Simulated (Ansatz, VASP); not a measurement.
# Two plane-wave programs on MgI2

INCAR

```
ALGO = Normal
EDIFF = 1E-6
EDIFFG = -0.005
ENCUT = 600
GGA = PE
IBRION = 2
ISIF = 3
ISMEAR = 0
LASPH = T
LCHARG = F
LREAL = F
LWAVE = F
NELM = 80
NSW = 100
PREC = Accurate
SIGMA = 0.02
```

KPOINTS

```
k-points
0
Gamma
  6 6 4
```

File POSCAR:

```
MgI2
1.0
    4.2076333309      0.0000000000      0.0000000000
   -2.1038166655      3.6439173544      0.0000000000
    0.0000000000      0.0000000000      7.8739095845
Mg I
1 2
Direct
    0.0000000000      0.0000000000      0.0000000000
    0.3333333333      0.6666666667      0.7875523345
    0.6666666667      0.3333333333      0.2124476655
```

Input for Ansatz:

```yaml
crystal:
  lattice:
    - [4.2076333823, 0.0, 0.0]
    - [-2.1038166912, 3.6439173989, 0.0]
    - [0.0, 0.0, 7.8739101532]
  atoms:
    - { symbol: Mg, position: [0.0, 0.0, 0.0] }
    - { symbol: I, position: [0.3333333333, 0.6666666667, 0.7875523626] }
    - { symbol: I, position: [0.6666666667, 0.3333333333, 0.2124476374] }
basis:
  ecutwfc: 420
kpoints:
  mp_grid: { grid: [6, 6, 4] }
hamiltonian:
  xc: pbe
scf:
  occupations: { method: gaussian, width: 0.02 }
output:
  forces: true
  stress: true
  eigenvalues: true
  write_density: true
  write_potential: true
  elf: true
  volumetric_format: npy
relax:
  adjacent_minimum: "off"
  f_tol: 0.005
  max_steps: 80
  cell: { stress_tol: 0.05 }
```

Alike in both runs: task relaxation of cell and atoms; functional PBE; k mesh 6 × 6 × 4; occupations gaussian, width 0.02 eV; no spin polarisation.

|  | VASP | Ansatz |
| --- | --- | --- |
| version | VASP 6.6.1 | Ansatz 0.2.0 |
| potentials or method | VASP PAW PBE potentials, release 64 (Mg, I), cutoff 600 eV | scalar-relativistic, plane waves, PAW |
| valence electrons in the cell | 16 | 44 |

```tsv
	VASP	Ansatz	Ansatz less VASP
gap on the k mesh at the Fermi level, each at its own relaxed structure (eV)	3.61	3.63	+0.014
relaxed volume (Å³/atom)	40.16	40.24	+0.080
relaxed cell length with the largest relative difference (Å)	4.205	4.208	+0.0030
```

VASP's potentials hold 16 valence electrons a cell and Ansatz's 44, so a difference there can come from the potentials and not from the codes.

Neither program's run includes spin-orbit coupling.
